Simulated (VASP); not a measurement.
# Rb: single point with r2SCAN

The system is Rb.

```xyz
1
Lattice="-2.9545 2.9545 2.7308 2.9545 -2.9545 2.7308 2.9545 2.9545 -2.7308" Properties=species:S:1:pos:R:3 pbc="T T T"
Rb    0.0000    0.0000    0.0000
```

```
Program                : VASP 6.6.1
Task                   : single point
Functional             : r2SCAN
Potentials or basis    : VASP PAW PBE potentials, release 64 (Rb_sv)
Cutoff                 : 520 eV
k mesh                 : 8 × 8 × 8
Occupations            : gaussian, width 0.05 eV
Spin                   : no spin polarisation
Dipole correction      : no
Further INCAR settings : ALGO = Normal; EDIFF = 1e-06; NBANDS = 10
```

```
Pressure               : 0.0 GPa
Band gap on the k mesh : zero (an odd number of electrons rules out a gap without spin polarisation)
```

Levels at points of the mesh, in eV from the Fermi level:
| k point | band 2 | band 3 | band 4 | band 5 | band 6 | band 7 |
| --- | --- | --- | --- | --- | --- | --- |
| (0.00, 0.00, 0.00) | -13.61 | -13.61 | -13.61 | -2.05 | 3.78 | 4.22 |
| (0.50, 0.00, 0.00) | -13.70 | -13.64 | -13.62 | 0.40 | 0.74 | 2.71 |
| (0.50, 0.50, 0.00) | -13.70 | -13.64 | -13.61 | 0.25 | 0.54 | 3.17 |
| (0.50, 0.50, 0.50) | -13.68 | -13.68 | -13.66 | 1.22 | 1.44 | 3.11 |

It took 3.9 min on 1 thread of AMD EPYC 7R13 Processor (Zen 3), with other jobs on the host, peak memory 0.24 GiB.

Caveat: the PAW data sets were made with another functional, which shifts forces and pressure a little.
